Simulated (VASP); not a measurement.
W, 1 atom in the cell. It takes space group Fm-3m (No. 225, cubic). Conventional cell: a = 3.551 Å, b = 3.551 Å, c = 3.551 Å, α = 90.00°, β = 90.00°, γ = 90.00°. W (site symmetry m-3m) has 12 W at 2.51 Å within 3.3 Å.  This cell differs from its parent crystal: volume scaled by 0.68.

| Item | Value |
| --- | --- |
| Program | VASP 6.6.1 |
| Task | single point |
| Functional | PBE |
| Potentials or basis | VASP PAW PBE potentials, release 64 (W_sv) |
| Cutoff | 520 eV |
| k mesh | 18 × 18 × 18 |
| Occupations | fermi-dirac, width 0.1 eV |
| Spin | no spin polarisation |
| Dipole correction | no |
| Further INCAR settings | ALGO = Normal; EDIFF = 1e-06; NBANDS = 13 |

Potentials or basis: VASP PAW PBE potentials, release 64 (W_sv).

Run with:

```console
$ cat potpaw_PBE.64/W_sv/POTCAR > POTCAR
$ mpirun -np 1 vasp_std > vasp.out
```

Hardware: 1 thread of Intel Xeon 6975P-C, on a shared host.

Problem. How long does it take, and how much memory?

Solution. Wall time 24 s on 1 thread of Intel Xeon 6975P-C, with other jobs on the host, peak memory 0.15 GiB. Counts: scf iterations 11, k points 195.
